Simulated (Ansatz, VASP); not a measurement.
**Two plane-wave programs on LiBe16**

```
Be Li
1.0
    -2.29000   -3.96640    0.00000
     3.43500   -1.98320    0.00000
     0.00000    0.00000    7.17686
Be Li
16 1
Cartesian
  0.1257 -4.1356 0.1048
  0.1039 -2.8687 1.7302
  -0.0050 -4.3004 3.7664
  0.2299 -2.8028 5.5019
  -1.0084 -2.1650 -0.0294
  2.4449 -2.9000 1.6171
  -2.0372 -1.0017 3.3525
  2.4551 -2.7328 5.2730
  1.2898 -2.1064 0.0634
  1.2303 -0.9373 2.0539
  0.7094 -1.4487 4.0807
  1.2838 -0.6323 5.7101
  0.0913 -0.1483 0.0591
  1.2060 -4.7340 1.7768
  -0.2889 -0.0381 3.3833
  1.1944 -4.7597 5.4775
  -0.9596 -2.5682 3.6095
```

Alike in both runs: functional PBEsol; k mesh 2 × 3 × 2; occupations fermi-dirac, width 0.15 eV; no spin polarisation.

Ansatz relaxed the structure, and its values are those at the end. VASP's run is a single point on that final structure, the one shown.

|  | VASP | Ansatz |
| --- | --- | --- |
| version | VASP 6.6.1 | Ansatz 0.2.0 |
| potentials or method | VASP PAW PBE potentials, release 64 (Be, Li_sv), cutoff 520 eV | scalar-relativistic, plane waves, PAW |
| valence electrons in the cell | 35 | 35 |

```tsv
	VASP	Ansatz	Ansatz less VASP
rms of the force components (eV/Å)	0.029	0.029	0.0000
```

VASP's potentials were made for PBE, not for PBEsol. The functional is the same, so the differences come from potentials, cutoffs and numerics.

The k mesh is coarse, so the values compare programs but aren't converged. Noted on VASP's run: the cutoff is short for stress, so the pressure is rough.
